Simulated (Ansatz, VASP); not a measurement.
**Two plane-wave programs on MnSb**

```
Mn Sb
1.0
     4.13000    0.00000    0.00000
    -2.06500    3.57668    0.00000
     0.00000    0.00000    5.80000
Mn Sb
2 2
Direct
  0.00000 0.00000 0.00000
  0.00000 0.00000 0.50000
  0.33333 0.66667 0.25000
  0.66667 0.33333 0.75000
```

Alike in both runs: task single point; functional PBEsol; k mesh 6 × 6 × 4; occupations gaussian, width 0.1 eV; collinear spin.

```csv
,VASP,Ansatz
version,VASP 6.6.1,Ansatz 0.2.0
potentials or method,"VASP PAW PBE potentials, release 64 (Mn_pv, Sb), cutoff 520 eV","scalar-relativistic, plane waves, PAW"
valence electrons in the cell,36,60
```

VASP gave:

| Item | Value |
| --- | --- |
| gap on the k mesh at the Fermi level (eV) | none |
| pressure (GPa) | -6.6 |
| traceless stress, the component that is largest in VASP (GPa) | -1.07 |
| net moment per atom (μB) | 1.67 |
| size of the moment on the site where the two differ most (μB) | 3.38 |

Problem. What did Ansatz give for the same quantities?

Solution. gap on the k mesh at the Fermi level (eV): none; pressure (GPa): -6.7; traceless stress, the component that is largest in VASP (GPa): -1.07; net moment per atom (μB): 1.67; size of the moment on the site where the two differ most (μB): 3.41.

VASP's potentials were made for PBE, not for PBEsol. Site moments also hang on the region over which each program counts them. A gap of «none» marks a metal or a gap that the smearing closes. VASP's potentials hold 36 valence electrons a cell and Ansatz's 60, so a difference there can come from the potentials and not from the codes.

Neither program's run includes spin-orbit coupling.
